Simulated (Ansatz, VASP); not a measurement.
SnO2: VASP beside Ansatz

Contents of INCAR:

```
ALGO = Normal
EDIFF = 1E-7
ENCUT = 520
GGA = CA
ISIF = 2
ISMEAR = 0
LASPH = T
LCHARG = F
LREAL = F
LWAVE = F
NBANDS = 35
NELM = 60
PREC = Accurate
SIGMA = 0.02
```

Contents of KPOINTS:

```
k-points
0
Gamma
  6 6 8
```

POSCAR

```
SnO2
1.0
    4.7046905647      0.0000000000      0.0000000000
    0.0000000000      4.7025842444      0.0000000000
    0.0000000000      0.0000000000      3.1850108019
Sn O
2 4
Direct
    0.5000000000      0.5000000000      0.5000000000
    0.0000000000      0.0000000000      0.0000000000
    0.3060052295      0.3058429145      0.0000000000
    0.8060052295      0.1941570855      0.5000000000
    0.1939947705      0.8058429145      0.5000000000
    0.6939947705      0.6941570855      0.0000000000
```

Input for Ansatz:

```yaml
crystal:
  lattice:
    - [4.7046905647, 0.0, 0.0]
    - [0.0, 4.7025842444, 0.0]
    - [0.0, 0.0, 3.1850108019]
  atoms:
    - { symbol: Sn, position: [0.5, 0.5, 0.5] }
    - { symbol: Sn, position: [0.0, 0.0, 0.0] }
    - { symbol: O, position: [0.3060052295, 0.3058429145, 0.0] }
    - { symbol: O, position: [0.8060052295, 0.1941570855, 0.5] }
    - { symbol: O, position: [0.1939947705, 0.8058429145, 0.5] }
    - { symbol: O, position: [0.6939947705, 0.6941570855, 0.0] }
basis:
  ecutwfc: 420
kpoints:
  mp_grid: { grid: [6, 6, 8] }
  band_path: { path: [VBM, CBM], npoints: 2 }
hamiltonian:
  xc: lda
scf:
  occupations: { method: gaussian, width: 0.02 }
output:
  forces: true
  stress: true
  eigenvalues: true
checkpoint:
  read: start.run
  write: ck
  compress: false
  write_wavefunctions: false
  write_every: 100000
```

Alike in both runs: task single point; functional LDA; k mesh 6 × 6 × 8; occupations gaussian, width 0.02 eV; no spin polarisation.

|  | VASP | Ansatz |
| --- | --- | --- |
| version | VASP 6.6.1 | Ansatz 0.2.0 |
| potentials or method | VASP PAW LDA potentials, release 64 (Sn_d, O), cutoff 520 eV | scalar-relativistic, plane waves, PAW |
| valence electrons in the cell | 52 | 52 |

```tsv
	VASP	Ansatz	Ansatz less VASP
gap on the k mesh at the Fermi level (eV)	1.30	1.27	-0.036
least direct gap on the mesh (eV)	1.30	1.27	-0.036
pressure (GPa)	3.1	2.0	-1.12
traceless stress, the component that is largest in VASP (GPa)	0.30	0.00	-0.298
rms of the force components (eV/Å)	0.009	0.000	-0.0094
```

LDA's correlation is that of Perdew and Zunger in VASP and of Perdew and Wang (1992) in Ansatz. Atom by atom the forces differ by 0.009 eV/Å (rms over components).
